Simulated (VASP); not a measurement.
# BAs (F-43m) in VASP: a series of runs, part 2 of 2

VASP 6.6.1. The steps go on from the part before.

**3. Single point, PBE**

This run uses another cell than the first one, of 12.51 Å³/atom, 0.940 times its volume.

INCAR reads:

```
PREC     = Accurate       # precision mode
ENCUT    = 500            # plane-wave cutoff, eV
EDIFF    = 1E-6           # SCF threshold, eV
ISMEAR   = 0              # smearing method
SIGMA    = 0.01           # smearing width, eV
LREAL    = False          # projectors in reciprocal space
LASPH    = True           # aspherical terms in the spheres
NELM     = 120            # most SCF steps
ALGO     = Normal         # electronic algorithm
ISIF     = 2              # what is computed and relaxed
LWAVE    = False          # write WAVECAR
LCHARG   = False          # write CHGCAR
GGA      = PE             # functional
NBANDS   = 11             # bands
GGA_COMPAT= False
```

KPOINTS reads:

```
Automatic mesh
0
Gamma
  4 4 4
```

POSCAR reads:

```
BAs
1.0
    0.0000000000      2.3216190800      2.3216190800
    2.3216190800      0.0000000000      2.3216190800
    2.3216190800      2.3216190800      0.0000000000
B As
1 1
Direct
    0.0000000000      0.0000000000      0.0000000000
    0.2500000000      0.2500000000      0.2500000000
```

Potentials or basis: VASP PAW PBE potentials, release 64 (B, As).

Started as:

```sh
cat potpaw_PBE.64/B/POTCAR potpaw_PBE.64/As/POTCAR > POTCAR
mpirun -np 1 vasp_std > vasp.out
```

Wall time 4.9 s (1 thread of AMD EPYC 7R13, shared host); peak memory 0.1 GiB.

Results (log left out):

```
Free energy            : -11.0741 eV
Pressure               : 19.0 GPa
Band gap on the k mesh : 1.29 eV, indirect (least direct gap 3.37 eV)
```

Levels at points of the mesh, in eV from the valence-band top:
```csv
k point,band 1,band 2,band 3,band 4,band 5,band 6,band 7,band 8
"(0.00, 0.00, 0.00)",-16.22,0.00,0.00,0.00,3.37,3.37,3.37,5.80
"(0.50, 0.00, 0.00)",-13.03,-9.46,-1.98,-1.98,3.20,4.85,4.85,9.00
"(0.50, 0.50, 0.00)",-11.57,-9.03,-4.46,-4.46,1.29,1.34,12.20,12.20
```

Caveat: the k points lie up to 0.59 Å⁻¹ apart.

**4. Single point, PBE**

This run uses another cell than the first one, of 14.11 Å³/atom, 1.060 times its volume.

INCAR reads:

```
ALGO     = Normal         # electronic algorithm
EDIFF    = 1E-6           # SCF threshold, eV
ENCUT    = 500            # plane-wave cutoff, eV
GGA      = PE             # functional
GGA_COMPAT= F            
ISIF     = 2              # what is computed and relaxed
ISMEAR   = 0              # smearing method
LASPH    = T              # aspherical terms in the spheres
LCHARG   = T              # write CHGCAR
LELF     = T              # ELF
LREAL    = F              # projectors in reciprocal space
LVHAR    = T            
LWAVE    = F              # write WAVECAR
NBANDS   = 11             # bands
NELM     = 120            # most SCF steps
PREC     = Accurate       # precision mode
SIGMA    = 0.01           # smearing width, eV
```

KPOINTS reads:

```
k-points
0
Gamma
  4 4 4
```

POSCAR reads:

```
BAs
1.0
    0.0000000000      2.4164823900      2.4164823900
    2.4164823900      0.0000000000      2.4164823900
    2.4164823900      2.4164823900      0.0000000000
B As
1 1
Direct
    0.0000000000      0.0000000000      0.0000000000
    0.2500000000      0.2500000000      0.2500000000
```

Potentials or basis: VASP PAW PBE potentials, release 64 (B, As).

Started as:

```sh
cat potpaw_PBE.64/B/POTCAR potpaw_PBE.64/As/POTCAR > POTCAR
mpirun -np 1 vasp_std > vasp.out
```

OUTCAR:

```text
EDIFF = 1E-6
   ENCUT = 500
   GGA = PE
   ISIF = 2
   ISMEAR = 0
   LASPH = T
   LREAL = F
   NELM = 120
   PREC = Accurate

 ion  position               nearest neighbor table
   1  0.000  0.000  0.000-   2 2.09   2 2.09   2 2.09   2 2.09
   2  0.250  0.250  0.250-   1 2.09   1 2.09   1 2.09   1 2.09

  LATTYP: Found a face centered cubic cell.
 ALAT       =     4.8329647800

  Lattice vectors:

 A1 = (   0.0000000000,   2.4164823900,   2.4164823900)
 A2 = (   2.4164823900,   0.0000000000,   2.4164823900)
 A3 = (   2.4164823900,   2.4164823900,   0.0000000000)

Analysis of symmetry for initial positions (statically):
=====================================================================
 Subroutine PRICEL returns:
 Original cell was already a primitive cell.

 Routine SETGRP: Setting up the symmetry group for a
 face centered cubic supercell.

 Subroutine GETGRP returns: Found 24 space group operations
 (whereof 24 operations were pure point group operations)
 out of a pool of 48 trial point group operations.

The static configuration has the point symmetry T_d .

Analysis of symmetry for dynamics (positions and initial velocities):
[... 155 lines left out ...]
      4       5.7854      2.00000
      5       9.0033      0.00000
      6       9.0033      0.00000
      7       9.0033      0.00000
      8      10.0360      0.00000
      9      15.1984      0.00000
     10      18.5712      0.00000
     11      18.5712      0.00000
[... 85 lines left out ...]
 k-point     8 :      -0.2500    0.5000    0.2500
  band No.  band energies     occupation
      1      -5.1573      2.00000
      2      -2.1253      2.00000
      3       0.4930      2.00000
      4       0.7802      2.00000
      5      11.0135      0.00000
      6      11.5295      0.00000
      7      12.4957      0.00000
      8      12.5900      0.00000
      9      17.7797      0.00000
     10      20.8847      0.00000
     11      21.2090      0.00000

------------------------ aborting loop because EDIFF is reached ----------------------------------------

  FORCE on cell =-STRESS in cart. coord.  units (eV):
  Direction    XX          YY          ZZ          XY          YZ          ZX
  --------------------------------------------------------------------------------------
  -------------------------------------------------------------------------------------
  Total       -0.1397725     -0.1397725     -0.1397725     -0.0000000     -0.0000000     -0.0000000
  in kB       -7.9350843     -7.9350843     -7.9350843     -0.0000000     -0.0000000     -0.0000000
  external PRESSURE =      -7.9350843 kB  Pullay stress =       0.0000000 kB

 VOLUME and BASIS-vectors are now :
 -----------------------------------------------------------------------------
  energy-cutoff  :      500.00
  volume of cell :       28.22
      direct lattice vectors                 reciprocal lattice vectors
     0.000000000  2.416482390  2.416482390    -0.206912329  0.206912329  0.206912329
     2.416482390  0.000000000  2.416482390     0.206912329 -0.206912329  0.206912329
     2.416482390  2.416482390  0.000000000     0.206912329  0.206912329 -0.206912329

 POSITION                                       TOTAL-FORCE (eV/Angst)
 -----------------------------------------------------------------------------------
      0.00000      0.00000      0.00000         0.000000      0.000000      0.000000
      1.20824      1.20824      1.20824        -0.000000     -0.000000     -0.000000
 -----------------------------------------------------------------------------------
    total drift:                               -0.000000     -0.000000     -0.000000

  FREE ENERGIE OF THE ION-ELECTRON SYSTEM (eV)
  ---------------------------------------------------
  free  energy   TOTEN  =       -11.2370693198 eV

  energy  without entropy=      -11.2370693198  energy(sigma->0) =      -11.23706932
```

Run time: 11 s. Hardware: 1 thread of AMD EPYC 7R13, shared host; peak memory 0.12 GiB.

Results:

| Quantity | Value |
| --- | --- |
| Free energy | -11.2371 eV |
| Pressure | -0.8 GPa |
| Band gap on the k mesh | 1.45 eV, indirect (least direct gap 3.22 eV) |

Caveat: the k points lie up to 0.56 Å⁻¹ apart. A k mesh can miss the band edges.

**5. Overview**

| cell | gap on the mesh (eV) | pressure (GPa) |
| --- | --- | --- |
| a = 3.352 Å, angles 60.0°, 2 atoms | 1.38 | 7.7 |
| a = 3.283 Å, angles 60.0°, 2 atoms | 1.29 | 19.0 |
| a = 3.417 Å, angles 60.0°, 2 atoms | 1.45 | -0.8 |

Alike in all rows: task single point; level PBE; potentials or basis VASP PAW PBE potentials, release 64 (B, As); no spin polarisation; k mesh 4 × 4 × 4; cutoff (eV) 500; smearing gaussian 0.01 eV.

Caveats: all runs use coarse meshes.

Absolute energies hang on the potentials; compare differences alone.
